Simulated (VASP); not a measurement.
Wanted: the native input for a VASP 6.6.1 run.

```yaml
Task: single point
Functional: PBE
Potentials_or_basis: VASP PAW PBE potentials, release 64 (Ga_d)
Cutoff: 520 eV
k_mesh: 20 × 20 × 20
Occupations: gaussian, width 0.1 eV
Spin: no spin polarisation
Dipole_correction: no
Further_INCAR_settings: ALGO = Fast; EDIFF = 1e-06; NBANDS = 12
```

The structure of Ga lies in POSCAR:

```
Ga
1.0
    2.7430283397      0.0000000000      0.0000000000
    0.0000000000      2.7430283397      0.0000000000
    0.0000000000      0.0000000000      2.7440893672
Ga
1
Direct
    0.0000000000      0.0000000000      0.0000000000
```

This cell differs from its parent crystal: volume scaled by 1.03, then relaxed in part.

The input as run:

INCAR

```
PREC = Accurate
ENCUT = 520
EDIFF = 1E-6
ISMEAR = 0
SIGMA = 0.1
LREAL = F
LASPH = T
NELM = 60
ALGO = Fast
ISIF = 2
LWAVE = F
LCHARG = T
GGA = PE
LELF = T
LVHAR = T
NBANDS = 12
```

KPOINTS

```
regular mesh
0
Gamma
  20 20 20
```

Potentials or basis: VASP PAW PBE potentials, release 64 (Ga_d).

Run with:

```console
$ cat potpaw_PBE.64/Ga_d/POTCAR > POTCAR
$ mpirun -np 1 vasp_std > vasp.out
```

Results of the run:

The pressure is -1.1 GPa.

Wall time 40 s on 1 thread of Intel(R) Xeon(R) 6975P-C (Granite Rapids) (shared host), peak memory 0.27 GiB.
